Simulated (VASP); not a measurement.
Input of a VASP 6.6.1 run:

The input INCAR:

```
SYSTEM = HgTe
AGGAC = 1.0 ; AGGAX = 1.0
ALDAC = 0.0 ; ALDAX = 1.0
ALGO = Normal ; EDIFF = 1E-7
ENCUT = 520 ; GGA = B5
ISIF = 2 ; ISMEAR = 1
LASPH = .TRUE. ; LCHARG = .FALSE.
LREAL = .FALSE. ; LWAVE = .FALSE.
NBANDS = 16 ; NELM = 80
PREC = Accurate ; SIGMA = 0.01
```

KPOINTS

```
k-points
0
G
  8 8 8
  0 0 0
```

File POSCAR:

```
HgTe
1.0
   -3.0456030000      3.0456030000      1.5594100000
    3.0456030000     -3.0456030000      1.5594100000
    3.0456030000      3.0456030000     -1.5594100000
Hg Te
1 1
Direct
    0.2500000000      0.7500000000      0.5000000000
    0.0000000000      0.0000000000      0.0000000000
```

Potentials or basis: VASP PAW PBE potentials, release 64 (Hg, Te).

Launch:

```bash
$ cat potpaw_PBE.64/Hg/POTCAR potpaw_PBE.64/Te/POTCAR > POTCAR
$ mpirun -np 1 vasp_std > vasp.out
```

Problem. What does it give for the band gap on the k mesh?

Solution. Zero (band 9 reaches 6.31 eV, above the bottom of band 10 at 3.45 eV).

Problem. What does it give for the pressure?

Solution. 4.3 GPa.

Stress tensor (GPa, compression positive):
```
3.88 0.00 0.00
0.00 3.88 0.00
0.00 0.00 5.27
```

Caveat: the PAW data sets were made with another functional, which shifts forces and pressure a little; spin-orbit coupling is left out, which moves the levels of the heavy elements.
